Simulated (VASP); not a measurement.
Input of a VASP 6.6.1 run:

The input INCAR:

```
SYSTEM = AlPtC4N4
  PREC = Accurate
  ENCUT = 520
  EDIFF = 1E-6
  ISMEAR = 0
  SIGMA = 0.1
  LREAL = .FALSE.
  LASPH = .TRUE.
  NELM = 150
  ALGO = Normal
  ISIF = 2
  LWAVE = .FALSE.
  LCHARG = .FALSE.
  ISPIN = 2
  MAGMOM = 0 1 0 0 0 0 0 0 0 0
  LORBIT = 11
  LMAXMIX = 4
  GGA = PE
  NBANDS = 40
```

Contents of KPOINTS:

```
regular mesh
0
G
  4 4 4
  0 0 0
```

The input POSCAR:

```
AlPtC4N4
1.0
    6.0112545542      0.0000000000      0.0000000000
    0.0000000000      6.0112545542      0.0000000000
    0.0000000000      0.0000000000      6.0112545542
Al Pt C N
1 1 4 4
Direct
    0.0000000000      0.0000000000      0.0000000000
    0.5000000000      0.5000000000      0.5000000000
    0.1887706070      0.1887706070      0.1887706070
    0.1887706070      0.8112293930      0.8112293930
    0.8112293930      0.1887706070      0.8112293930
    0.8112293930      0.8112293930      0.1887706070
    0.3009177548      0.3009177548      0.3009177548
    0.3009177548      0.6990822452      0.6990822452
    0.6990822452      0.3009177548      0.6990822452
    0.6990822452      0.6990822452      0.3009177548
```

Potentials or basis: VASP PAW PBE potentials, release 64 (Al, Pt, C, N).

Launch:

```console
$ cat potpaw_PBE.64/Al/POTCAR potpaw_PBE.64/Pt/POTCAR potpaw_PBE.64/C/POTCAR potpaw_PBE.64/N/POTCAR > POTCAR
$ mpirun -np 1 vasp_std > vasp.out
```

Question: Predict the net moment.

Answer: 1.00 μB per cell.

Question: What does it give for the pressure?

Answer: 0.3 GPa.

Question: What does it give for the largest force?

Answer: 0.369 eV/Å.

Question: Estimate the band gap on the k mesh.

Answer: Zero (filled and empty bands overlap).

Forces on the atoms (eV/Å):
```
Al   0.000  0.000  0.000
Pt   0.000  0.000  0.000
C   -0.212 -0.212 -0.212
C   -0.212  0.212  0.212
C    0.212 -0.212  0.212
C    0.212  0.212 -0.212
N    0.213  0.213  0.213
N    0.213 -0.213 -0.213
N   -0.213  0.213 -0.213
N   -0.213 -0.213  0.213
```

Caveat: spin-orbit coupling is left out, which moves the levels of the heavy elements.
